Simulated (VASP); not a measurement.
Runs of VASP 6.6.1 on Cu. The structure is that of space group P6_3/mmc (No. 194), or close to it. The cells are those of the table. This isn't the form of Cu at room conditions, which is fcc.

| cell | k mesh | gap on the mesh (eV) | pressure (GPa) |
| --- | --- | --- | --- |
| a = 2.425, b = 2.425, c = 7.917 Å, angles 90.0, 90.0, 120.0°, 4 atoms | 16 × 16 × 5 | none | (a) |
| a = 2.461, b = 2.461, c = 8.035 Å, angles 90.0, 90.0, 120.0°, 4 atoms | 16 × 16 × 5 | none | 17.5 |
| a = 2.530, b = 2.530, c = 8.262 Å, angles 90.0, 90.0, 120.0°, 4 atoms | 14 × 14 × 4 | none | 0.6 |
| a = 2.496, b = 2.496, c = 8.150 Å, angles 90.0, 90.0, 120.0°, 4 atoms | 16 × 16 × 5 | none | 8.0 |
| a = 2.530, b = 2.530, c = 8.262 Å, angles 90.0, 90.0, 120.0°, 4 atoms | 16 × 16 × 5 | none | (b) |

Alike in all rows: task single point; level r2SCAN; potentials or basis VASP PAW PBE potentials, release 64 (Cu); no spin polarisation; cutoff (eV) 520; smearing fermi-dirac 0.1 eV.

Q: Estimate the missing entries.

A: (a) 29.4; (b) 0.7.

Caveats: the PAW data sets were made with another functional, which shifts forces and pressure a little; the cell stands under pressure (at least some runs).

A gap of «none» marks levels without a gap at the run's occupations.
